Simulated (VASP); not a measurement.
Input of a VASP 6.6.1 run:

The input INCAR:

```
ALGO = Normal
EDIFF = 1E-6
ENCUT = 520
GGA = PS
ISIF = 2
ISMEAR = 0
LASPH = True
LCHARG = False
LREAL = False
LWAVE = False
NBANDS = 16
NELM = 80
PREC = Accurate
SIGMA = 0.15
```

File KPOINTS:

```
k-points
0
Gamma
  18 18 18
```

The input POSCAR:

```
InAs
1.0
    0.0000000000      2.9524209728      3.0437329616
    2.9524209728      0.0000000000      3.0437329616
    2.9524209728      2.9524209728      0.0000000000
In As
1 1
Direct
    0.0000000000      0.0000000000      0.0000000000
    0.7500000000      0.7500000000      0.7500000000
```

Potentials or basis: VASP PAW PBE potentials, release 64 (In_d, As).

Command:

```sh
$ cat potpaw_PBE.64/In_d/POTCAR potpaw_PBE.64/As/POTCAR > POTCAR
$ mpirun -np 1 vasp_std > vasp.out
```

(1) Predict the pressure.

(2) Predict the band gap on the k mesh.

Answers

(1) 4.0 GPa.

(2) zero (filled and empty bands touch).

Caveat: the cell differs from its parent crystal (strain -0.030 along x and y, +0.000 along z); the cell stands under pressure; semilocal functionals underestimate gaps, and a narrow one can read as zero; the PAW data sets were made with another functional, which shifts forces and pressure a little; spin-orbit coupling is left out, which moves the levels of the heavy elements.
